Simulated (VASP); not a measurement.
A run of VASP 6.6.1 is set up as follows.

Contents of INCAR:

```
PREC     = Accurate       # precision mode
ENCUT    = 400            # plane-wave cutoff, eV
EDIFF    = 1E-6           # SCF threshold, eV
ISMEAR   = 0              # smearing method
SIGMA    = 0.1            # smearing width, eV
LREAL    = F              # projectors in reciprocal space
LASPH    = T              # aspherical terms in the spheres
NELM     = 120            # most SCF steps
ALGO     = Normal         # electronic algorithm
ISIF     = 2              # what is computed and relaxed
LWAVE    = F              # write WAVECAR
LCHARG   = F              # write CHGCAR
LDIPOL   = T            
IDIPOL   = 3            
DIPOL    = 0.5 0.5 0.500
GGA      = PE             # functional
IVDW     = 12             # dispersion correction
NBANDS   = 56             # bands
GGA_COMPAT= F            
NELMDL   = -8
```

Contents of KPOINTS:

```
Automatic mesh
0
Gamma
  12 12 1
```

POSCAR

```
Te2Pt
1.0
    4.0336594709      0.0000000000      0.0000000000
   -2.0168297355      3.4932515720      0.0000000000
    0.0000000000      0.0000000000     62.0069878260
Te Pt
8 4
Direct
    0.6666666667      0.3333333333      0.3537635891
    0.3333333333      0.6666666667      0.3980284601
    0.6666666667      0.3333333333      0.4366583776
    0.3333333333      0.6666666667      0.4808287450
    0.6666666667      0.3333333333      0.5191712550
    0.3333333333      0.6666666667      0.5633416224
    0.6666666667      0.3333333333      0.6019715399
    0.3333333333      0.6666666667      0.6462364109
    0.0000000000      0.0000000000      0.3762473730
    0.0000000000      0.0000000000      0.4586945921
    0.0000000000      0.0000000000      0.5413054079
    0.0000000000      0.0000000000      0.6237526270
```

Potentials or basis: VASP PAW PBE potentials, release 64 (Te, Pt).

Launch:

```console
$ cat potpaw_PBE.64/Te/POTCAR potpaw_PBE.64/Pt/POTCAR > POTCAR
$ mpirun -np 1 vasp_std > vasp.out
```

(1) Predict the dispersion energy per atom.

(2) Predict the band gap on the k mesh.

(3) Estimate the largest force.

Results:

(1) -0.506 eV.

(2) zero (bands 44 and 45 overlap by 1.09 eV).

(3) 0.018 eV/Å.

Caveat: the cell differs from its parent crystal (a layer taken out of the bulk); spin-orbit coupling is left out, which moves the levels of the heavy elements.
